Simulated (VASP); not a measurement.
Al16GeN15 (a cell with a defect), 32 atoms in the cell. The cell holds a defect, 32 atoms: a = 6.260 Å, b = 6.260 Å, c = 10.035 Å, α = 90.00°, β = 90.00°, γ = 120.00°. 

* Program: VASP 6.6.1
* Task: single point
* Functional: r2SCAN
* Potentials or basis: VASP PAW PBE potentials, release 64 (Al, N, Ge_d)
* Cutoff: 580 eV
* k mesh: 1 × 1 × 1, shifted
* Occupations: fermi-dirac, width 0.01 eV
* Spin: no spin polarisation
* Dipole correction: no
* Charge: -1
* Further INCAR settings: LREAL = Auto; ALGO = Normal; EDIFF = 1e-06; NBANDS = 90; ISYM = -1; NELECT = 138.0

Potentials or basis: VASP PAW PBE potentials, release 64 (Al, N, Ge_d).

The run is started by

```sh
$ cat potpaw_PBE.64/Al/POTCAR potpaw_PBE.64/N/POTCAR potpaw_PBE.64/Ge_d/POTCAR > POTCAR
$ cp INCAR.step1 INCAR
$ mpirun -np 1 vasp_std > vasp.out
$ cp INCAR.step2 INCAR
$ mpirun -np 1 vasp_std > vasp.out
```

Hardware: 1 thread of Intel(R) Xeon(R) Platinum 8488C (Sapphire Rapids) (shared host).

**Question.** Estimate the wall time of this run.

**Answer.** Wall time 5 min on 1 thread of Intel(R) Xeon(R) Platinum 8488C (Sapphire Rapids) (shared host), peak memory 0.53 GiB. Counts: k points 1.
